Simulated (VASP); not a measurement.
# AgI (F-43m) in VASP: dielectric tensor with r2SCAN

Aim: the dielectric tensor of AgI with r2SCAN.

All numbers are computed with VASP 6.6.1; they aren't measurements. Logs are shortened: lines on timing, memory, paths and dates and some standing lists are left out, and cuts for length are marked.

### 1 The cell of the first run

It takes space group F-43m (No. 216, cubic). Conventional cell: a = 6.577 Å, b = 6.577 Å, c = 6.577 Å, α = 90.00°, β = 90.00°, γ = 90.00°. Within 3.8 Å of Ag (site symmetry -43m) lie 4 I at 2.85 Å. Within 3.8 Å of I (site symmetry -43m) lie 4 Ag at 2.85 Å.

### 2 Dielectric tensor, r2SCAN

INCAR reads:

```
  PREC = Accurate
  ENCUT = 440
  EDIFF = 1E-8
  ISMEAR = 0
  SIGMA = 0.01
  LREAL = False
  LASPH = True
  NELM = 120
  ALGO = Normal
  ISIF = 2
  LWAVE = False
  LCHARG = False
  METAGGA = R2SCAN
  LMIXTAU = True
  LCALCEPS = True
  GGA_COMPAT = False
```

KPOINTS reads:

```
Automatic mesh
0
Gamma
  6 6 6
```

POSCAR reads:

```
AgI
1.0
    0.0000000000      3.2886327781      3.2886327781
    3.2886327781      0.0000000000      3.2886327781
    3.2886327781      3.2886327781      0.0000000000
Ag I
1 1
Direct
    0.0000000000      0.0000000000      0.0000000000
    0.2500000000      0.2500000000      0.2500000000
```

Potentials or basis: VASP PAW PBE potentials, release 64 (Ag, I).

Started as:

```bash
> cat potpaw_PBE.64/Ag/POTCAR potpaw_PBE.64/I/POTCAR > POTCAR
> mpirun -np 1 vasp_std > vasp.out
```

OUTCAR:

```text
PREC = Accurate
   ENCUT = 440
   EDIFF = 1E-8
   ISMEAR = 0
   LREAL = False
   LASPH = True
   NELM = 120
   ISIF = 2
   METAGGA = R2SCAN

 ion  position               nearest neighbor table
   1  0.000  0.000  0.000-   2 2.85   2 2.85   2 2.85   2 2.85
   2  0.250  0.250  0.250-   1 2.85   1 2.85   1 2.85   1 2.85

  LATTYP: Found a face centered cubic cell.
 ALAT       =     6.5772655562

  Lattice vectors:

 A1 = (   0.0000000000,   3.2886327781,   3.2886327781)
 A2 = (   3.2886327781,   0.0000000000,   3.2886327781)
 A3 = (   3.2886327781,   3.2886327781,   0.0000000000)

Analysis of symmetry for initial positions (statically):
=====================================================================
 Subroutine PRICEL returns:
 Original cell was already a primitive cell.

 Routine SETGRP: Setting up the symmetry group for a
 face centered cubic supercell.

 Subroutine GETGRP returns: Found 24 space group operations
 (whereof 24 operations were pure point group operations)
 out of a pool of 48 trial point group operations.

The static configuration has the point symmetry T_d .

Analysis of symmetry for dynamics (positions and initial velocities):
=====================================================================
 Subroutine PRICEL returns:
 Original cell was already a primitive cell.

 Routine SETGRP: Setting up the symmetry group for a
 face centered cubic supercell.

 Subroutine GETGRP returns: Found 24 space group operations
 (whereof 24 operations were pure point group operations)
 out of a pool of 48 trial point group operations.

The dynamic configuration has the point symmetry T_d .

 Subroutine INISYM returns: Found 24 space group operations
 (whereof 24 operations are pure point group operations),
 and found     1 'primitive' translations

----------------------------------------------------------------------------------------

                                     Primitive cell

  volume of cell :      71.1338

  direct lattice vectors                    reciprocal lattice vectors
     0.000000000  3.288632778  3.288632778    -0.152038867  0.152038867  0.152038867
     3.288632778  0.000000000  3.288632778     0.152038867 -0.152038867  0.152038867
     3.288632778  3.288632778  0.000000000     0.152038867  0.152038867 -0.152038867

[... 127 lines left out ...]
 fundamental gap:   9997.5440531432
 Fermi energy:         2.4981802230

 k-point     1 :       0.0000    0.0000    0.0000
  band No.  band energies     occupation
      1     -10.5389      2.00000
      2      -1.6476      2.00000
      3      -1.6475      2.00000
      4      -1.6474      2.00000
      5      -0.4799      2.00000
      6      -0.4799      2.00000
      7       2.4556      2.00000
      8       2.4559      2.00000
      9       2.4559      2.00000
     10   10000.0000      0.00000
     11   10000.0000      0.00000
     12   10000.0000      0.00000
     13   10000.0000      0.00000
[... 354 lines left out ...]
  band No.  band energies     occupation
      1     -10.3389      2.00000
      2      -1.7346      2.00000
      3      -1.4658      2.00000
      4      -1.4581      2.00000
      5      -0.5164      2.00000
      6      -0.4434      2.00000
      7       0.6292      2.00000
      8       1.6401      2.00000
      9       1.6878      2.00000
     10   10000.0000      0.00000
     11   10000.0000      0.00000
     12   10000.0000      0.00000
     13   10000.0000      0.00000

 [... further k-points ...]

------------------------ aborting loop because EDIFF is reached ----------------------------------------

            Ionic dipole moment: p[ion]=(    11.51021    11.51021    11.51021 ) |e| Angst

 Total electronic dipole moment: p[elc]=(     0.00363     0.00363     0.01771 ) |e| Angst

 MACROSCOPIC STATIC DIELECTRIC TENSOR (including local field effects)
 ------------------------------------------------------
           4.583586    -0.000000    -0.000000
           0.000000     4.583586     0.000000
          -0.000000    -0.000000     4.583586
 ------------------------------------------------------

 PIEZOELECTRIC TENSOR (including local field effects) (e Angst)
          XX          YY          ZZ          XY          YZ          ZX
  --------------------------------------------------------------------------------
  x     0.00000    -0.00000    -0.00000     0.00000    -1.33106     0.00000
  y    -0.00000    -0.00000    -0.00000     0.00000     0.00000    -1.33106
  z     0.00000     0.00000     0.00000    -1.33106     0.00000     0.00000

 PIEZOELECTRIC TENSOR (including local field effects) (C/m^2)
          XX          YY          ZZ          XY          YZ          ZX
  --------------------------------------------------------------------------------
  x     0.00000    -0.00000    -0.00000     0.00000    -0.29980     0.00000
  y    -0.00000    -0.00000    -0.00000     0.00000     0.00000    -0.29980
  z     0.00000     0.00000     0.00000    -0.29980     0.00000     0.00000

 BORN EFFECTIVE CHARGES (including local field effects) (in |e|, cummulative output)
 ---------------------------------------------------------------------------------
 ion    1
    1     1.22761     0.00000     0.00000
    2     0.00000     1.22761     0.00000
    3     0.00000     0.00000     1.22761
 ion    2
    1    -1.22761     0.00000     0.00000
    2     0.00000    -1.22761     0.00000
    3    -0.00000     0.00000    -1.22761

  FORCE on cell =-STRESS in cart. coord.  units (eV):
  Direction    XX          YY          ZZ          XY          YZ          ZX
  --------------------------------------------------------------------------------------
  -------------------------------------------------------------------------------------
  Total       -0.0416652     -0.0416652     -0.0416652     -0.0000000     -0.0000000     -0.0000000
  in kB       -0.9384437     -0.9384437     -0.9384437     -0.0000000     -0.0000000     -0.0000000
  external PRESSURE =      -0.9384437 kB  Pullay stress =       0.0000000 kB

 VOLUME and BASIS-vectors are now :
 -----------------------------------------------------------------------------
  energy-cutoff  :      440.00
  volume of cell :       71.13
      direct lattice vectors                 reciprocal lattice vectors
     0.000000000  3.288632778  3.288632778    -0.152038867  0.152038867  0.152038867
     3.288632778  0.000000000  3.288632778     0.152038867 -0.152038867  0.152038867
     3.288632778  3.288632778  0.000000000     0.152038867  0.152038867 -0.152038867

 POSITION                                       TOTAL-FORCE (eV/Angst)
 -----------------------------------------------------------------------------------
      0.00000      0.00000      0.00000        -0.000000     -0.000000      0.000000
      1.64432      1.64432      1.64432         0.000000      0.000000     -0.000000
 -----------------------------------------------------------------------------------
    total drift:                                0.000000      0.000000      0.000000

  FREE ENERGIE OF THE ION-ELECTRON SYSTEM (eV)
  ---------------------------------------------------
  free  energy   TOTEN  =       -46.5243606558 eV

  energy  without entropy=      -46.5243606558  energy(sigma->0) =      -46.52436066
```

OSZICAR:

```text
N       E                     dE             d eps       ncg     rms          rms(c)
DAV:   1     0.411623917760E+02    0.41162E+02   -0.73362E+03   416   0.104E+03
DAV:   2    -0.476127001198E+02   -0.88775E+02   -0.83502E+02   499   0.207E+02
[... 13 lines left out ...]
DMP:   9    -0.465243604406E+02   -0.19850E-06   -0.17537E-06   884   0.385E-06   0.104E-06
DMP:  10    -0.465243605403E+02   -0.99720E-07   -0.97424E-07   884   0.212E-06   0.606E-07
DMP:  11    -0.465243605975E+02   -0.57241E-07   -0.53492E-07   884   0.111E-06   0.434E-07
DMP:  12    -0.465243606299E+02   -0.32364E-07   -0.29034E-07   884   0.583E-07   0.275E-07
DMP:  13    -0.465243606474E+02   -0.17467E-07   -0.14561E-07   884   0.287E-07   0.149E-07
DMP:  14    -0.465243606558E+02   -0.84831E-08   -0.71257E-08   884   0.147E-07   0.604E-08
   1 F= -.46524361E+02 E0= -.46524361E+02  d E =-.125855E-11
```

stdout:

```text
POSCAR found type information on POSCAR AgI
 POSCAR found :  2 types and       2 ions
 scaLAPACK will be used
 -----------------------------------------------------------------------------
|                                                                             |
[... 112 lines left out ...]
 p_tot=(  0.115E+02  0.115E+02  0.115E+02 )
dp_tot=(  0.636E-05  0.141E-01  0.635E-05 )  diag[e(oo)]=(    ---    4.58380    ---   )
 final diagonalization full
 p_tot=(  0.115E+02  0.115E+02  0.115E+02 )
dp_tot=(  0.636E-05  0.141E-01  0.635E-05 )  diag[e(oo)]=(    ---    4.58358    ---   )
 -----------------------------------------------------------------
```

Wall time 13 min (1 thread of Intel Xeon 6975P-C (Granite Rapids), shared host); peak memory 0.37 GiB.

What came out:

* Band gap on the k mesh: 1.79 eV
* Electronic dielectric tensor (diagonal): 4.58
* Born charges (mean of the diagonal): Ag +1.23; I -1.23 e

Levels at points of the mesh, in eV from the valence-band top:
| k point | band 6 | band 7 | band 8 | band 9 | band 10 | band 11 | band 12 | band 13 |
| --- | --- | --- | --- | --- | --- | --- | --- | --- |
| (0.00, 0.00, 0.00) | -2.94 | 0.00 | 0.00 | 0.00 | 1.79 | 6.31 | 6.31 | 6.31 |
| (0.50, 0.00, 0.00) | -2.91 | -2.80 | -0.68 | -0.68 | 3.22 | 6.71 | 6.71 | 7.45 |
| (0.50, 0.50, 0.00) | -2.82 | -2.46 | -1.70 | -1.70 | 3.98 | 4.23 | 8.85 | 10.18 |

Electronic dielectric tensor:
```
4.58 0.00 0.00
0.00 4.58 0.00
0.00 0.00 4.58
```

Born effective charge tensors (e):
atom 1, Ag
```
1.23 0.00 0.00
0.00 1.23 0.00
0.00 0.00 1.23
```
atom 2, I
```
-1.23  0.00  0.00
 0.00 -1.23  0.00
 0.00  0.00 -1.23
```

Dipole moments of the cell (e·Å, modulo the quantum): ionic 11.510, 11.510, 11.510; electronic 0.004, 0.004, 0.018

Caveat: the PAW data sets were made with another functional, which shifts forces and pressure a little; spin-orbit coupling is left out, which moves the levels of the heavy elements.

The gap in the log of VASP goes by the Fermi energy; the results here count the filled bands.